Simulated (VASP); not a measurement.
# KNbO3: single point with PBEsol

KNbO3:

```xyz
5
Lattice="4.0292 0.0000 0.0000 0.0000 4.0292 0.0000 0.0000 0.0000 4.0292" Properties=species:S:1:pos:R:3 pbc="T T T"
K     0.0000    0.0000    0.0000
Nb    2.0146    2.0146    2.0146
O     0.0000    2.0146    2.0146
O     2.0146    0.0000    2.0146
O     2.0146    2.0146    0.0000
```

```json
{
 "Program": "VASP 6.6.1",
 "Task": "single point",
 "Functional": "PBEsol",
 "Potentials or basis": "VASP PAW PBE potentials, release 64 (K_sv, Nb_sv, O)",
 "Cutoff": "600 eV",
 "k mesh": "6 × 6 × 6",
 "Occupations": "gaussian, width 0.01 eV",
 "Spin": "no spin polarisation",
 "Dipole correction": "no",
 "Further INCAR settings": "ALGO = Normal; EDIFF = 1e-06; NBANDS = 28"
}
```

```yaml
Pressure: -5.9 GPa
Band_gap_on_the_k_mesh: 1.45 eV, indirect (least direct gap 2.11 eV)
```

Levels at points of the mesh, in eV from the valence-band top:
```tsv
k point	band 16	band 17	band 18	band 19	band 20	band 21	band 22	band 23	band 24	band 25
(0.00, 0.00, 0.00)	-1.05	-1.05	-0.67	-0.67	-0.67	1.45	1.45	1.45	5.18	5.18
(0.50, 0.00, 0.00)	-2.17	-2.10	-1.49	-0.86	-0.86	1.56	4.04	4.04	5.20	7.77
(0.50, 0.50, 0.00)	-2.80	-1.55	-1.42	-1.42	-0.04	4.07	4.07	5.09	6.45	9.81
(0.50, 0.50, 0.50)	-3.85	-3.85	0.00	0.00	0.00	5.20	5.20	5.20	8.75	8.75
```

Wall time 32 s on 1 thread of Intel(R) Xeon(R) Platinum 8488C (Sapphire Rapids) (shared host), peak memory 0.2 GiB.

Caveat: the PAW data sets were made with another functional, which shifts forces and pressure a little. A k mesh can miss the band edges.
